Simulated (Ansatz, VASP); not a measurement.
Si2Ge in VASP and in Ansatz

```
CELL_PARAMETERS angstrom
2.97788 0.00000 0.00000
-1.48894 2.57892 0.00000
0.00000 0.00000 6.54704
ATOMIC_POSITIONS crystal
Si 0.33333 0.66667 0.64392
Si 0.66667 0.33333 0.35608
Ge 0.00000 0.00000 0.00000
```

Alike in both runs: functional PBE; k mesh 18 × 18 × 8; occupations gaussian, width 0.1 eV; no spin polarisation.

Ansatz relaxed the structure, and its values are those at the end. VASP's run is a single point on that final structure, the one shown.

|  | VASP | Ansatz |
| --- | --- | --- |
| version | VASP 6.6.1 | Ansatz 0.2.0 |
| potentials or method | VASP PAW PBE potentials, release 64 (Si, Ge_d), cutoff 520 eV | scalar-relativistic, plane waves, PAW |
| valence electrons in the cell | 22 | 22 |

|  | VASP | Ansatz | Ansatz less VASP |
| --- | --- | --- | --- |
| gap on the k mesh at the Fermi level (eV) | none | none | - |
| pressure (GPa) | 0.0 | 0.0 | -0.01 |
| rms of the force components (eV/Å) | 0.004 | 0.001 | -0.0033 |

A gap of «none» marks a metal or a gap that the smearing closes.
